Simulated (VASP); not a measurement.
# TaN (P-6m2) in VASP: single point with PBE

Aim: the single point of TaN with PBE.

Everything below comes from runs of VASP 6.6.1. Logs are shortened: lines on timing, memory, paths and dates and some standing lists are left out, and cuts for length are marked.

## 1. The cell of the first run

The structure is hexagonal, space group P-6m2 (No. 187). The conventional cell has a = 2.938 Å, b = 2.938 Å, c = 2.883 Å, α = 90.00°, β = 90.00°, γ = 120.00°. Ta (site symmetry -6m2) has 6 N at 2.23 Å and 8 Ta at 2.88 to 2.94 Å within 3.0 Å. N (site symmetry -6m2) has 6 Ta at 2.23 Å and 8 N at 2.88 to 2.94 Å within 3.0 Å.

## 2. Single point, PBE

Input file INCAR:

```
SYSTEM = TaN
PREC = Accurate
ENCUT = 520
EDIFF = 1E-6
ISMEAR = 0
SIGMA = 0.05
LREAL = Auto
LASPH = .True.
NELM = 80
ALGO = Normal
ISIF = 2
LWAVE = .False.
LCHARG = .True.
GGA = PE
LELF = .True.
LVHAR = .True.
NBANDS = 249
LUSENCCL = .False.
```

Input file KPOINTS:

```
regular mesh
0
Gamma
  3 3 2
  0 0 0
```

Input file POSCAR:

```
TaN
1.0
    8.8140000000      0.0000000000      0.0000000000
   -4.4070000000      7.6331480000      0.0000000000
    0.0000000000      0.0000000000      8.6490000000
Ta N
27 27
Direct
    0.1111110000      0.2222220000      0.1666670000
    0.1111110000      0.2222220000      0.5000000000
    0.1111110000      0.2222220000      0.8333330000
    0.1111110000      0.5555560000      0.1666670000
    0.1111110000      0.5555560000      0.5000000000
    0.1111110000      0.5555560000      0.8333330000
    0.1111110000      0.8888890000      0.1666670000
    0.1111110000      0.8888890000      0.5000000000
    0.1111110000      0.8888890000      0.8333330000
    0.4444440000      0.2222220000      0.1666670000
    0.4444440000      0.2222220000      0.5000000000
    0.4444440000      0.2222220000      0.8333330000
    0.4444440000      0.5555560000      0.1666670000
    0.4444440000      0.5555560000      0.5000000000
    0.4444440000      0.5555560000      0.8333330000
    0.4444440000      0.8888890000      0.1666670000
    0.4444440000      0.8888890000      0.5000000000
    0.4444440000      0.8888890000      0.8333330000
    0.7777780000      0.2222220000      0.1666670000
    0.7777780000      0.2222220000      0.5000000000
    0.7777780000      0.2222220000      0.8333330000
    0.7777780000      0.5555560000      0.1666670000
    0.7777780000      0.5555560000      0.5000000000
    0.7777780000      0.5555560000      0.8333330000
    0.7777780000      0.8888890000      0.1666670000
    0.7777780000      0.8888890000      0.5000000000
    0.7777780000      0.8888890000      0.8333330000
    0.0000000000      0.0000000000      0.0000000000
    0.0000000000      0.0000000000      0.3333330000
    0.0000000000      0.0000000000      0.6666670000
    0.0000000000      0.3333330000      0.0000000000
    0.0000000000      0.3333330000      0.3333330000
    0.0000000000      0.3333330000      0.6666670000
    0.0000000000      0.6666670000      0.0000000000
    0.0000000000      0.6666670000      0.3333330000
    0.0000000000      0.6666670000      0.6666670000
    0.3333330000      0.0000000000      0.0000000000
    0.3333330000      0.0000000000      0.3333330000
    0.3333330000      0.0000000000      0.6666670000
    0.3333330000      0.3333330000      0.0000000000
    0.3333330000      0.3333330000      0.3333330000
    0.3333330000      0.3333330000      0.6666670000
    0.3333330000      0.6666670000      0.0000000000
    0.3333330000      0.6666670000      0.3333330000
    0.3333330000      0.6666670000      0.6666670000
    0.6666670000      0.0000000000      0.0000000000
    0.6666670000      0.0000000000      0.3333330000
    0.6666670000      0.0000000000      0.6666670000
    0.6666670000      0.3333330000      0.0000000000
    0.6666670000      0.3333330000      0.3333330000
    0.6666670000      0.3333330000      0.6666670000
    0.6666670000      0.6666670000      0.0000000000
    0.6666670000      0.6666670000      0.3333330000
    0.6666670000      0.6666670000      0.6666670000
```

Potentials or basis: VASP PAW PBE potentials, release 64 (Ta_pv, N).

Launch:

```
cat potpaw_PBE.64/Ta_pv/POTCAR potpaw_PBE.64/N/POTCAR > POTCAR
mpirun -np 1 vasp_std > vasp.out
```

OUTCAR:

```text
SYSTEM = TaN
   PREC = Accurate
   ENCUT = 520
   EDIFF = 1E-6
   ISMEAR = 0
   LREAL = Auto
   LASPH = .True.
   NELM = 80
   ISIF = 2
   GGA = PE

 ion  position               nearest neighbor table
   1  0.111  0.222  0.167-  32 2.23  41 2.23  29 2.23  40 2.23  31 2.23  28 2.23   2 2.88   3 2.88
                            10 2.94  19 2.94   7 2.94  25 2.94  13 2.94   4 2.94
   2  0.111  0.222  0.500-  32 2.23  33 2.23  41 2.23  42 2.23  29 2.23  30 2.23   1 2.88   3 2.88
                            11 2.94  20 2.94   8 2.94  26 2.94  14 2.94   5 2.94
   3  0.111  0.222  0.833-  33 2.23  42 2.23  30 2.23  40 2.23  31 2.23  28 2.23   2 2.88   1 2.88
                            12 2.94  21 2.94   9 2.94  27 2.94  15 2.94   6 2.94
   4  0.111  0.556  0.167-  35 2.23  44 2.23  34 2.23  43 2.23  32 2.23  31 2.23   5 2.88   6 2.88
                            13 2.94  22 2.94  16 2.94   7 2.94  19 2.94   1 2.94
   5  0.111  0.556  0.500-  35 2.23  36 2.23  44 2.23  45 2.23  32 2.23  33 2.23   4 2.88   6 2.88
                            14 2.94  23 2.94  17 2.94   8 2.94  20 2.94   2 2.94
   6  0.111  0.556  0.833-  36 2.23  45 2.23  34 2.23  43 2.23  33 2.23  31 2.23   5 2.88   4 2.88
                            15 2.94  24 2.94  18 2.94   9 2.94  21 2.94   3 2.94
   7  0.111  0.889  0.167-  29 2.23  38 2.23  35 2.23  37 2.23  28 2.23  34 2.23   8 2.88   9 2.88
                            16 2.94  25 2.94   4 2.94  22 2.94  10 2.94   1 2.94
   8  0.111  0.889  0.500-  29 2.23  30 2.23  38 2.23  39 2.23  35 2.23  36 2.23   7 2.88   9 2.88
                            17 2.94  26 2.94   5 2.94  23 2.94  11 2.94   2 2.94
   9  0.111  0.889  0.833-  30 2.23  39 2.23  36 2.23  37 2.23  28 2.23  34 2.23   8 2.88   7 2.88
[... 62 lines left out ...]
  53  0.667  0.667  0.333-  22 2.23  25 2.23  23 2.23  26 2.23  13 2.23  14 2.23
  54  0.667  0.667  0.667-  24 2.23  27 2.23  23 2.23  26 2.23  15 2.23  14 2.23

  LATTYP: Found a hexagonal cell.
 ALAT       =     8.8140000000
 C/A-ratio  =     0.9812797822

  Lattice vectors:

 A1 = (   8.8140000000,   0.0000000000,   0.0000000000)
 A2 = (  -4.4070000000,   7.6331480000,   0.0000000000)
 A3 = (   0.0000000000,   0.0000000000,   8.6490000000)

Analysis of symmetry for initial positions (statically):
=====================================================================
 Subroutine PRICEL returns following result:

  LATTYP: Found a hexagonal cell.
 ALAT       =     2.9379970620
 C/A-ratio  =     0.9812827260

  Lattice vectors:

 A1 = (   2.9379970620,   0.0000000000,   0.0000000000)
 A2 = (  -1.4689985310,   2.5443801223,   0.0000000000)
 A3 = (   0.0000000000,   0.0000000000,   2.8830057660)

  27 primitive cells build up your supercell.

 Routine SETGRP: Setting up the symmetry group for a
 hexagonal supercell.

 Subroutine GETGRP returns: Found 12 space group operations
 (whereof 12 operations were pure point group operations)
 out of a pool of 24 trial point group operations.

The static configuration has the point symmetry D_3h.

Analysis of symmetry for dynamics (positions and initial velocities):
=====================================================================
 Subroutine PRICEL returns following result:

  LATTYP: Found a hexagonal cell.
 ALAT       =     2.9379970620
 C/A-ratio  =     0.9812827260

  Lattice vectors:

 A1 = (   2.9379970620,   0.0000000000,   0.0000000000)
 A2 = (  -1.4689985310,   2.5443801223,   0.0000000000)
 A3 = (   0.0000000000,   0.0000000000,   2.8830057660)

  27 primitive cells build up your supercell.

 Routine SETGRP: Setting up the symmetry group for a
 hexagonal supercell.

 Subroutine GETGRP returns: Found 12 space group operations
 (whereof 12 operations were pure point group operations)
 out of a pool of 24 trial point group operations.

The dynamic configuration has the point symmetry D_3h.

 Subroutine INISYM returns: Found 12 space group operations
 (whereof 12 operations are pure point group operations),
 and found    27 'primitive' translations

----------------------------------------------------------------------------------------

                                     Primitive cell

  volume of cell :      21.5516

  direct lattice vectors                    reciprocal lattice vectors
     2.937997062  0.000000000  0.000000000     0.340367937  0.196511518 -0.000000000
    -1.468998531  2.544380122  0.000000000     0.000000000  0.393023036  0.000000000
     0.000000000  0.000000000  2.883005766     0.000000000 -0.000000000  0.346860215

  length of vectors
     2.937997062  2.937997088  2.883005766     0.393023039  0.393023036  0.346860215

  position of ions in fractional coordinates (direct lattice)
     0.333333333  0.666666667  0.500000000
     0.000000000  0.000000000  0.999997000

  ion indices of the primitive-cell ions
   primitive index   ion index
                 1           1
                 2          32

----------------------------------------------------------------------------------------

 KPOINTS: regular mesh

Automatic generation of k-mesh.
 Grid dimensions read from file:
 generate k-points for:    3    3    2

 Generating k-lattice:

  Cartesian coordinates                     Fractional coordinates (reciprocal lattice)
     0.037818622  0.021834591 -0.000000000     0.333333333  0.000000000  0.000000000
     0.000000000  0.043669183  0.000000000     0.000000000  0.333333333  0.000000000
     0.000000000 -0.000000000  0.057810151     0.000000000  0.000000000  0.500000000

  Length of vectors
     0.043669183  0.043669183  0.057810151

  Shift w.r.t. Gamma in fractional coordinates (k-lattice)
     0.000000000  0.000000000  0.000000000

 Subroutine IBZKPT returns following result:
 ===========================================

 Found      6 irreducible k-points:

 Following reciprocal coordinates:
            Coordinates               Weight
  0.000000  0.000000  0.000000      1.000000
  0.333333  0.000000  0.000000      6.000000
  0.333333  0.333333  0.000000      2.000000
  0.000000  0.000000  0.500000      1.000000
  0.333333  0.000000  0.500000      6.000000
  0.333333  0.333333  0.500000      2.000000
   k-points           NKPTS =      6   k-points in BZ     NKDIM =      6   number of bands    NBANDS=    249
   number of dos      NEDOS =    301   number of ions     NIONS =     54
   total plane-waves  NPLWV = 313600
   dimension x,y,z NGX =    70 NGY =   70 NGZ =   64
   dimension x,y,z NGXF=   140 NGYF=  140 NGZF=  128
   ions per type =              27  27
   NGX,Y,Z   is equivalent  to a cutoff of  13.20, 13.20, 12.30 a.u.
   NGXF,Y,Z  is equivalent  to a cutoff of  26.41, 26.41, 24.60 a.u.
 SYSTEM =  TaN
   PREC   = accura    normal or accurate (medium, high low for compatibility)
   ISTART =      0    job   : 0-new  1-cont  2-samecut
   ICHARG =      2    charge: 1-file 2-atom 10-const
   ISPIN  =      1    spin polarized calculation?
   LNONCOLLINEAR =      F non collinear calculations
   LSORBIT =      F    spin-orbit coupling
   LASPH  =      T    aspherical Exc in radial PAW
   ENCUT  =  520.0 eV  38.22 Ry    6.18 a.u.  16.39 16.39 16.08*2*pi/ulx,y,z
   NELM   =     80;   NELMIN=  2; NELMDL= -5     # of ELM steps
   EDIFF  = 0.1E-05   stopping-criterion for ELM
   LREAL  =      T    real-space projection
   EDIFFG = 0.1E-04   stopping-criterion for IOM
   NSW    =      0    number of steps for IOM
   IBRION =     -1    ionic relax: 0-MD 1-quasi-New 2-CG
   NFREE  =      0    steps in history (QN), initial steepest desc. (CG)
   ISIF   =      2    stress and relaxation
   ISYM   =      2    0-nonsym 1-usesym 2-fastsym
   POTIM  = 0.5000    time-step for ionic-motion
   TEBEG  =    0.0;   TEEND  =   0.0 temperature during run
   PSTRESS=    0.0 pullay stress
   NELECT =     432.0000    total number of electrons
   NUPDOWN=      -1.0000    fix difference up-down
   EMIN   =  10.00;   EMAX   =-10.00  energy-range for DOS
   EFERMI =   0.00;   METHOD = LEGACY
   ISMEAR =     0;   SIGMA  =   0.05  broadening in eV -4-tet -1-fermi 0-gaus
   EFERMI_NEDOS =   21; number of points for ismear=-14 and -15
   IALGO  =     38    algorithm
   IMIX   =      4    mixing-type and parameters
     AMIX     =   0.40;   BMIX     =  1.00
     AMIX_MAG =   1.60;   BMIX_MAG =  1.00
  volume/ion in A,a.u.               =      10.78        72.72
  Fermi-wavevector in a.u.,A,eV,Ry     =   1.482365  2.801264 29.897531  2.197407
  Thomas-Fermi vector in A             =   2.596160
   LORBIT       =      0    0 simple, 1 ext, 2 COOP (PROOUT), +10 PAW based schemes
   GGA     = PE    functional components
   LHFCALC =     F    Hartree Fock is set to
   AEXX    =    0.0000 exact exchange contribution
   IVDW    =     0    specifies the selected vdW correction
   LEPSILON=     F    determine dielectric tensor
   LRPA    =     F    only Hartree local field effects (RPA)
 non-spin polarized calculation
 Gauss-broadening in eV      SIGMA  =   0.05
  energy-cutoff  :      520.00
  volume of cell :      581.89
 maximum number of plane-waves:     15716
 NGX is ok and might be reduce to    70
   NGX = 33   NGY = 33   NGZ = 33

 number of electron     432.0000006 magnetization

 Free energy of the ion-electron system (eV)
  ---------------------------------------------------
  ext. energy  EPLUGINS =         0.00000000
  ---------------------------------------------------
  free energy    TOTEN  =      -605.93221835 eV

  energy without entropy =     -605.92697849  energy(sigma->0) =     -605.92959842

 E-fermi :   8.4623     XC(G=0): -13.3459

 val. band max:        8.3790113155   @ k =   0.0000   0.0000   0.0000
 cond. band min:       8.4856684684   @ k =   0.0000   0.0000   0.0000
 fundamental gap:      0.1066571529
 Fermi energy:         8.4623400611

 k-point     1 :       0.0000    0.0000    0.0000
  band No.  band energies     occupation
      1     -27.3003      2.00000
      2     -27.3003      2.00000
      3     -27.1296      2.00000
      4     -27.1296      2.00000
      5     -27.1295      2.00000
      6     -27.1295      2.00000
[... 1375 lines left out ...]
    227       9.7493      0.00000
    228       9.7493      0.00000
 [bands above 228 left out]

------------------------ aborting loop because EDIFF is reached ----------------------------------------

  FORCE on cell =-STRESS in cart. coord.  units (eV):
  Direction    XX          YY          ZZ          XY          YZ          ZX
  --------------------------------------------------------------------------------------
  -------------------------------------------------------------------------------------
  Total       18.7520687     18.7520692     21.1647329      0.0000000      0.0000000      0.0000000
  in kB       51.6317853     51.6317865     58.2747940      0.0000000      0.0000000      0.0000000
  external PRESSURE =      53.8461220 kB  Pullay stress =       0.0000000 kB

 VOLUME and BASIS-vectors are now :
 -----------------------------------------------------------------------------
  energy-cutoff  :      520.00
  volume of cell :      581.89
      direct lattice vectors                 reciprocal lattice vectors
     8.814000000  0.000000000  0.000000000     0.113455866  0.065503774 -0.000000000
    -4.407000000  7.633148000  0.000000000     0.000000000  0.131007548  0.000000000
     0.000000000  0.000000000  8.649000000     0.000000000 -0.000000000  0.115620303

 POSITION                                       TOTAL-FORCE (eV/Angst)
 -----------------------------------------------------------------------------------
      0.00000      1.69625      1.44150        -0.000000     -0.000000      0.000000
      0.00000      1.69625      4.32450        -0.000000      0.000000      0.000000
      0.00000      1.69625      7.20750        -0.000000     -0.000000     -0.000000
     -1.46900      4.24064      1.44150        -0.000000      0.000000      0.000000
     -1.46900      4.24064      4.32450        -0.000000      0.000000      0.000000
     -1.46900      4.24064      7.20750        -0.000000      0.000000     -0.000000
[... 46 lines left out ...]
      2.93800      5.08877      2.88300         0.000000      0.000000     -0.000000
      2.93800      5.08877      5.76600         0.000000      0.000000      0.000000
 -----------------------------------------------------------------------------------
    total drift:                                0.007874     -0.004535      0.000000

  FREE ENERGIE OF THE ION-ELECTRON SYSTEM (eV)
  ---------------------------------------------------
  free  energy   TOTEN  =      -605.9322183464 eV

  energy  without entropy=     -605.9269784882  energy(sigma->0) =     -605.92959842
```

Run time: 2.4 min. Hardware: 1 × NVIDIA H100 80GB with 1 thread of AMD EPYC 7R13 (Zen 3), shared host; peak memory 1.9 GiB.

Results:

- Free energy: -605.9322 eV
- Pressure: 5.4 GPa
- Band gap on the k mesh: zero (bands 216 and 217 overlap by 0.32 eV)

Stress tensor (GPa, compression positive):
```
5.16 0.00 0.00
0.00 5.16 0.00
0.00 0.00 5.83
```

Caveat: the k points lie up to 0.36 Å⁻¹ apart; spin-orbit coupling is left out, which moves the levels of the heavy elements.

The gap in the log of VASP goes by the Fermi energy; the results here count the filled bands.